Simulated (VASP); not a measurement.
Input of a VASP 6.6.1 run:

Contents of INCAR:

```
SYSTEM = ScAl
  ALGO = Fast
  EDIFF = 1E-6
  ENCUT = 520
  GGA = CA
  ISIF = 2
  ISMEAR = -1
  LASPH = .True.
  LCHARG = .True.
  LELF = .True.
  LREAL = .False.
  LVHAR = .True.
  LWAVE = .False.
  NBANDS = 14
  NELM = 80
  PREC = Accurate
  SIGMA = 0.02
```

Contents of KPOINTS:

```
k-points
0
Gamma
  14 14 14
  0 0 0
```

Contents of POSCAR:

```
ScAl
1.0
    3.3703489700      0.0000000000      0.0000000000
    0.0000000000      3.3703489700      0.0000000000
    0.0000000000      0.0000000000      3.3703489700
Sc Al
1 1
Direct
    0.5000000000      0.5000000000      0.5370881476
    0.0000000000      0.0000000000      0.0000000000
```

Potentials or basis: VASP PAW LDA potentials, release 64 (Sc_sv, Al).

Run with:

```bash
$ cat potpaw_LDA.64/Sc_sv/POTCAR potpaw_LDA.64/Al/POTCAR > POTCAR
$ mpirun -np 1 vasp_std > vasp.out
```

What does it give for the band gap on the k mesh?

Zero (band 7 reaches 6.11 eV, above the bottom of band 8 at 5.01 eV).

What does it give for the largest force?

0.566 eV/Å.

Forces in eV/Å, atoms in the order of the input:
```
Sc   0.000  0.000 -0.566
Al   0.000  0.000  0.566
```

Caveat: the cell differs from its parent crystal (all Sc atoms moved +0.125 Å, as atom 1 along Cartesian [0 0 1]).
